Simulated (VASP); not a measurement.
# HfS2 in VASP: single point with PBE

Aim: the single point of HfS2 with PBE.

All numbers are computed with VASP 6.6.1; they aren't measurements. Logs are shortened: lines on timing, memory, paths and dates and some standing lists are left out, and cuts for length are marked.

**1. The cell of the first run**

The cell holds a slab with vacuum, 3 atoms: a = 3.651 Å, b = 3.651 Å, c = 25.786 Å, α = 90.00°, β = 90.00°, γ = 120.00°.

**2. Single point, PBE, non-collinear spin, zero start, spin-orbit coupling**

INCAR reads:

```
SYSTEM = HfS2
  PREC = Accurate
  ENCUT = 400
  EDIFF = 1E-6
  ISMEAR = 0
  SIGMA = 0.02
  LREAL = .False.
  LASPH = .True.
  NELM = 200
  ALGO = Normal
  ISIF = 2
  LWAVE = .False.
  LCHARG = .False.
  MAGMOM = 0 0 0 0 0 0 0 0 0
  LORBIT = 11
  LSORBIT = .True.
  GGA_COMPAT = .False.
  LORBMOM = .True.
  LMAXMIX = 4
  LDIPOL = .True.
  IDIPOL = 3
  DIPOL = 0.5 0.5 0.500
  GGA = PE
  NBANDS = 35
  NELMDL = -8
```

KPOINTS reads:

```
Automatic mesh
0
Gamma
  12 12 1
  0 0 0
```

POSCAR reads:

```
HfS2
1.0
    3.6514994950      0.0000000000      0.0000000000
   -1.8257497480      3.1622913250      0.0000000000
    0.0000000000      0.0000000000     25.7864884870
S Hf
2 1
Direct
    0.6666666667      0.3333333333      0.4438999954
    0.3333333333      0.6666666667      0.5561000046
    0.0000000000      0.0000000000      0.5000000000
```

Potentials or basis: VASP PAW PBE potentials, release 64 (S, Hf_pv).

Started as:

```console
$ cat potpaw_PBE.64/S/POTCAR potpaw_PBE.64/Hf_pv/POTCAR > POTCAR
$ mpirun -np 1 vasp_ncl > vasp.out
```

OUTCAR:

```text
SYSTEM = HfS2
   PREC = Accurate
   ENCUT = 400
   EDIFF = 1E-6
   ISMEAR = 0
   LREAL = .False.
   LASPH = .True.
   NELM = 200
   ISIF = 2
   LORBIT = 11
   LSORBIT = .True.
   GGA = PE
   NELMDL = -8

 ion  position               nearest neighbor table
   1  0.667  0.333  0.444-   3 2.56   3 2.56   3 2.56
   2  0.333  0.667  0.556-   3 2.56   3 2.56   3 2.56
   3  0.000  0.000  0.500-   1 2.56   2 2.56   1 2.56   2 2.56   1 2.56   2 2.56

  LATTYP: Found a hexagonal cell.
 ALAT       =     3.6514994950
 C/A-ratio  =     7.0618901967

  Lattice vectors:

 A1 = (   3.6514994950,   0.0000000000,   0.0000000000)
 A2 = (  -1.8257497480,   3.1622913250,   0.0000000000)
 A3 = (   0.0000000000,   0.0000000000,  25.7864884870)

Analysis of symmetry for initial positions (statically):
=====================================================================
 Subroutine PRICEL returns:
 Original cell was already a primitive cell.

 Routine SETGRP: Setting up the symmetry group for a
 hexagonal supercell.

 Subroutine GETGRP returns: Found 12 space group operations
 (whereof 12 operations were pure point group operations)
 out of a pool of 24 trial point group operations.

The static configuration has the point symmetry D_3d.

Analysis of symmetry for dynamics (positions and initial velocities):
=====================================================================
 Subroutine PRICEL returns:
 Original cell was already a primitive cell.

 Routine SETGRP: Setting up the symmetry group for a
 hexagonal supercell.

 Subroutine GETGRP returns: Found 12 space group operations
 (whereof 12 operations were pure point group operations)
 out of a pool of 24 trial point group operations.

The dynamic configuration has the point symmetry D_3d.

Analysis of structural, dynamic, and magnetic symmetry:
=====================================================================
 Subroutine PRICEL returns:
 Original cell was already a primitive cell.

 Routine SETGRP: Setting up the symmetry group for a
 hexagonal supercell.

 Subroutine GETGRP returns: Found 12 space group operations
 (whereof 12 operations were pure point group operations)
 out of a pool of 24 trial point group operations.

The overall configuration has the point symmetry D_3d.

 Subroutine INISYM returns: Found 12 space group operations
[... 883 lines left out ...]
      1.82575      1.05410     11.44662         0.000000     -0.000000      0.062124
     -0.00000      2.10819     14.33987        -0.000000      0.000000     -0.062124
      0.00000      0.00000     12.89324         0.000000      0.000000      0.000000
 -----------------------------------------------------------------------------------
    total drift:                               -0.000000      0.000000      0.000000

  FREE ENERGIE OF THE ION-ELECTRON SYSTEM (eV)
  ---------------------------------------------------
  free  energy   TOTEN  =       -23.5729176894 eV

  energy  without entropy=      -23.5729176894  energy(sigma->0) =      -23.57291769

 vacuum level on the upper side and lower side of the slab         2.141         2.141

 orbital moment (x)

 # of ion     p       d       tot
 ----------------------------------------
  1        -0.000   0.000  -0.000
  2        -0.000   0.000  -0.000
  3         0.000  -0.000  -0.000
 ----------------------------------------
           -0.000  -0.000  -0.000

 orbital moment (y)

 # of ion     p       d       tot
 ----------------------------------------
  1        -0.000   0.000  -0.000
  2        -0.000   0.000  -0.000
  3        -0.000   0.000   0.000
 ----------------------------------------
           -0.000   0.000  -0.000

 orbital moment (z)

 # of ion     p       d       tot
 ----------------------------------------
  1         0.000   0.000   0.000
  2         0.000   0.000   0.000
  3         0.000   0.000   0.000
 ----------------------------------------
            0.000   0.000   0.000

 Spin-Orbit-Coupling matrix elements

 Ion:    1  E_soc:     -0.0030465
 l=   1
     0.0000000    -0.0005093    -0.0005046
    -0.0005093     0.0000000    -0.0005093
    -0.0005046    -0.0005093     0.0000000
 l=   2
     0.0000000     0.0000000     0.0000000     0.0000000     0.0000000
     0.0000000     0.0000000     0.0000000     0.0000000     0.0000000
     0.0000000     0.0000000     0.0000000     0.0000000     0.0000000
     0.0000000     0.0000000     0.0000000     0.0000000     0.0000000
     0.0000000     0.0000000     0.0000000     0.0000000     0.0000000
 l=   3
     0.0000000     0.0000000     0.0000000     0.0000000     0.0000000     0.0000000     0.0000000
     0.0000000     0.0000000     0.0000000     0.0000000     0.0000000     0.0000000     0.0000000
     0.0000000     0.0000000     0.0000000     0.0000000     0.0000000     0.0000000     0.0000000
     0.0000000     0.0000000     0.0000000     0.0000000     0.0000000     0.0000000     0.0000000
[... 29 lines left out ...]
 l=   2
     0.0000000    -0.0013462     0.0000000    -0.0013462    -0.0046044
    -0.0013462     0.0000000    -0.0033946    -0.0015867    -0.0013462
     0.0000000    -0.0033946     0.0000000    -0.0033946     0.0000000
    -0.0013462    -0.0015867    -0.0033946     0.0000000    -0.0013462
    -0.0046044    -0.0013462     0.0000000    -0.0013462     0.0000000
 l=   3
     0.0000000     0.0000000     0.0000000     0.0000000     0.0000000     0.0000000     0.0000000
     0.0000000     0.0000000     0.0000000     0.0000000     0.0000000     0.0000000     0.0000000
     0.0000000     0.0000000     0.0000000     0.0000000     0.0000000     0.0000000     0.0000000
     0.0000000     0.0000000     0.0000000     0.0000000     0.0000000     0.0000000     0.0000000
     0.0000000     0.0000000     0.0000000     0.0000000     0.0000000     0.0000000     0.0000000
     0.0000000     0.0000000     0.0000000     0.0000000     0.0000000     0.0000000     0.0000000
     0.0000000     0.0000000     0.0000000     0.0000000     0.0000000     0.0000000     0.0000000

 total charge

# of ion       s       p       d       tot
------------------------------------------
    1        1.341   2.423   0.000   3.764
    2        1.341   2.423   0.000   3.764
    3        0.308   6.561   1.416   8.285
--------------------------------------------------
tot          2.990  11.407   1.416  15.813

 magnetization (x)

# of ion       s       p       d       tot
------------------------------------------
    1       -0.000   0.000   0.000   0.000
    2       -0.000   0.000   0.000  -0.000
    3        0.000   0.000   0.000   0.000
--------------------------------------------------
tot         -0.000   0.000   0.000   0.000

 magnetization (y)

# of ion       s       p       d       tot
------------------------------------------
    1        0.000   0.000   0.000   0.000
    2        0.000   0.000   0.000   0.000
    3       -0.000   0.000   0.000   0.000
--------------------------------------------------
tot          0.000   0.000   0.000   0.000

 magnetization (z)

# of ion       s       p       d       tot
------------------------------------------
    1        0.000   0.000   0.000   0.000
    2        0.000   0.000   0.000   0.000
    3       -0.000  -0.000   0.000   0.000
--------------------------------------------------
tot         -0.000  -0.000   0.000   0.000
```

stdout:

```text
POSCAR found type information on POSCAR S Hf
 POSCAR found :  2 types and       3 ions
 scaLAPACK will be used
 LDA part: xc-table for (Slater+PW92), standard interpolation
 POSCAR, INCAR and KPOINTS ok, starting setup
 FFT: planning ... GRIDC
 FFT: planning ... GRID_SOFT
 FFT: planning ... GRID
 WAVECAR not read
 entering main loop
```

It took 11 min on 1 thread of Intel Xeon Platinum 8259CL at 2.50GHz (Skylake/Cascade Lake), shared host; peak memory 0.74 GiB.

Results:

| Quantity | Value |
| --- | --- |
| Free energy | -23.5729 eV |
| Largest force | 0.062 eV/Å |
| Net moment | 0.00 μB per cell |
| Valence electrons inside the program's atomic spheres | S 3.76; Hf 8.29 |

Forces on the atoms (eV/Å):
```
S    0.000  0.000  0.062
S    0.000  0.000 -0.062
Hf   0.000  0.000  0.000
```

Moments on the atoms (μB; x, y, z):
```
S   0.00 0.00 0.00
S   0.00 0.00 0.00
Hf  0.00 0.00 0.00
```
